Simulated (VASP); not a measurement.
Write the native input for VASP 6.6.1 that does the following.

* Task: single point
* Functional: PBE
* Potentials or basis: VASP PAW PBE potentials, release 64 (Te)
* Cutoff: 520 eV
* k mesh: 13 × 13 × 7
* Occupations: fermi-dirac, width 0.08 eV
* Spin: no spin polarisation
* Dipole correction: no
* Further INCAR settings: ALGO = Normal; EDIFF = 1e-06; NBANDS = 13

The structure of Te lies in POSCAR:

```
Te
1.0
    3.9764415017      0.0000000000      0.0000000000
   -1.9882207509      3.4436993572      0.0000000000
    0.0000000000      0.0000000000      4.4169660972
Te
2
Direct
    0.3333333333      0.6666666667      0.2500000000
    0.6666666667      0.3333333333      0.7500000000
```

This isn't the form of Te at room conditions, which is trigonal, of chains.

One way to write it, as run:

INCAR

```
  PREC = Accurate
  ENCUT = 520
  EDIFF = 1E-6
  ISMEAR = -1
  SIGMA = 0.08
  LREAL = False
  LASPH = True
  NELM = 100
  ALGO = Normal
  ISIF = 2
  LWAVE = False
  LCHARG = True
  GGA = PE
  LELF = True
  LVHAR = True
  NBANDS = 13
```

KPOINTS

```
Automatic mesh
0
Gamma
  13 13 7
```

Potentials or basis: VASP PAW PBE potentials, release 64 (Te).

The run is started by

```bash
$ cat potpaw_PBE.64/Te/POTCAR > POTCAR
$ mpirun -np 1 vasp_std > vasp.out
```

It gave:

```yaml
Pressure: 1.5 GPa
Band_gap_on_the_k_mesh: zero (bands 6 and 7 overlap by 2.27 eV)
```

Caveat: spin-orbit coupling is left out, which moves the levels of the heavy elements.

Run time: 27 s on 1 thread of AMD EPYC 9R45 (Zen 5), with other jobs on the host, peak memory 0.17 GiB.
